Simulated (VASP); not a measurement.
Here is a VASP 6.6.1 calculation.

Contents of INCAR:

```
SYSTEM = CuSi16
ALGO     = Normal         ! electronic algorithm
EDIFF    = 1E-6           ! SCF threshold, eV
ENCUT    = 520            ! plane-wave cutoff, eV
GGA      = PE             ! functional
ISIF     = 2              ! what is computed and relaxed
ISMEAR   = 0              ! smearing method
LASPH    = .True.         ! aspherical terms in the spheres
LCHARG   = .False.        ! write CHGCAR
LREAL    = Auto         
LWAVE    = .False.        ! write WAVECAR
NBANDS   = 52             ! bands
NELECT   = 74.0         
NELM     = 100            ! most SCF steps
PREC     = Accurate       ! precision mode
SIGMA    = 0.02           ! smearing width, eV
```

KPOINTS

```
k-points
0
Gamma
  2 2 2
  0 0 0
```

File POSCAR:

```
CuSi16
1.0
    0.0000000000      5.4300000000      5.4300000000
    5.4300000000      0.0000000000      5.4300000000
    5.4300000000      5.4300000000      0.0000000000
Si Cu
16 1
Direct
   -0.0095427829     -0.0143161510      0.0343058079
    0.1294852347      0.1299084491      0.1193792775
   -0.0003380342      0.0004153009      0.5077465816
    0.1128423581      0.1120253152      0.6628342950
    0.0018498887      0.5054632500     -0.0141430730
    0.1316039121      0.6171361275      0.1199570724
    0.0009662231      0.4912013088      0.5072380736
    0.1323042014      0.6281025692      0.6114077314
    0.5057154763      0.0031664399     -0.0140348667
    0.6222581523      0.1297078176      0.1189862599
    0.4929236388      0.0002682350      0.5076607867
    0.6273870231      0.1342116337      0.6114804341
    0.5072994477      0.5053193354     -0.0139025423
    0.6289352849      0.6301724615      0.1124615924
    0.5042777032      0.5060891842      0.4857997547
    0.6285151265      0.6279630503      0.6116178763
    0.2397816059      0.2309053627      0.2912921884
```

Potentials or basis: VASP PAW PBE potentials, release 64 (Si, Cu).

Run with:

```bash
$ cat potpaw_PBE.64/Si/POTCAR potpaw_PBE.64/Cu/POTCAR > POTCAR
$ mpirun -np 1 vasp_std > vasp.out
```

Q: Estimate the largest force.

A: 0.021 eV/Å.

Forces on the atoms (eV/Å):
```
Si  -0.002 -0.001  0.008
Si  -0.005 -0.001 -0.013
Si  -0.010 -0.008  0.002
Si   0.006  0.008 -0.004
Si  -0.002  0.001 -0.002
Si   0.013  0.000  0.007
Si  -0.004 -0.003  0.000
Si   0.003  0.000  0.002
Si  -0.002 -0.003 -0.003
Si   0.003  0.020  0.003
Si  -0.009 -0.002  0.005
Si  -0.003  0.001  0.000
Si  -0.006 -0.007 -0.004
Si   0.001 -0.002  0.006
Si   0.003  0.005 -0.008
Si   0.001 -0.001  0.002
Cu   0.011 -0.007 -0.001
```

Caveat: the k points lie up to 0.50 Å⁻¹ apart; the cell carries a net charge on a neutralising background, which shifts energy and pressure.
